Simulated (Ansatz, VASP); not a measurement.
# One calculation of NaCuH2, two programs

The input INCAR:

```
SYSTEM = NaCuH2
PREC = Accurate
ENCUT = 600
EDIFF = 1E-6
ISMEAR = 0
SIGMA = 0.1
LREAL = .FALSE.
LASPH = .TRUE.
NELM = 60
ALGO = Normal
ISIF = 3
LWAVE = .FALSE.
LCHARG = .FALSE.
GGA = PE
IBRION = 2
NSW = 100
EDIFFG = -0.01
```

KPOINTS

```
Automatic mesh
0
G
  18 18 8
  0 0 0
```

File POSCAR:

```
NaCuH2
1.0
    2.8621972657      0.0000000000      0.0000000000
   -1.4310986328      2.4787355427      0.0000000000
    0.0000000000      0.0000000000      5.6103326625
Na Cu H
1 1 2
Direct
    0.0000000000      0.0000000000      0.5000000000
    0.0000000000      0.0000000000      0.0000000000
    0.3333333333      0.6666666667      0.2113371821
    0.3333333333      0.6666666667      0.7886628179
```

Input for Ansatz:

```yaml
crystal:
  lattice:
    - [2.8621972657, 0.0, 0.0]
    - [-1.4310986328, 2.4787355427, 0.0]
    - [0.0, 0.0, 5.6103326625]
  atoms:
    - { symbol: Na, position: [0.0, 0.0, 0.5] }
    - { symbol: Cu, position: [0.0, 0.0, 0.0] }
    - { symbol: H, position: [0.3333333333, 0.6666666667, 0.2113371821] }
    - { symbol: H, position: [0.3333333333, 0.6666666667, 0.7886628179] }
basis:
  ecutwfc: 420
kpoints:
  mp_grid: { grid: [18, 18, 8] }
hamiltonian:
  xc: pbe
scf:
  occupations: { method: gaussian, width: 0.1 }
output:
  forces: true
  stress: true
  eigenvalues: true
  write_density: true
  write_potential: true
  elf: true
  volumetric_format: npy
relax:
  adjacent_minimum: "off"
  f_tol: 0.01
  max_steps: 80
  cell: { stress_tol: 0.05 }
```

Alike in both runs: task relaxation of cell and atoms; functional PBE; k mesh 18 × 18 × 8; occupations gaussian, width 0.1 eV; no spin polarisation.

|  | VASP | Ansatz |
| --- | --- | --- |
| version | VASP 6.6.1 | Ansatz 0.2.0 |
| potentials or method | VASP PAW PBE potentials, release 64 (Na_pv, Cu, H), cutoff 600 eV | scalar-relativistic, plane waves, PAW |
| valence electrons in the cell | 20 | 30 |

Ansatz gave:

| Quantity | Value |
| --- | --- |
| gap on the k mesh at the Fermi level, each at its own relaxed structure (eV) | none |
| relaxed volume (Å³/atom) | 9.98 |
| relaxed length of the cell vector where the two differ most in proportion (Å) | 2.862 |

Task: What did VASP give for the same quantities?

Result: gap on the k mesh at the Fermi level, each at its own relaxed structure (eV): none; relaxed volume (Å³/atom): 10.00; relaxed length of the cell vector where the two differ most in proportion (Å): 2.866.

A gap of «none» marks a metal or a gap that the smearing closes. VASP's potentials hold 20 valence electrons a cell and Ansatz's 30, so a difference there can come from the potentials and not from the codes.
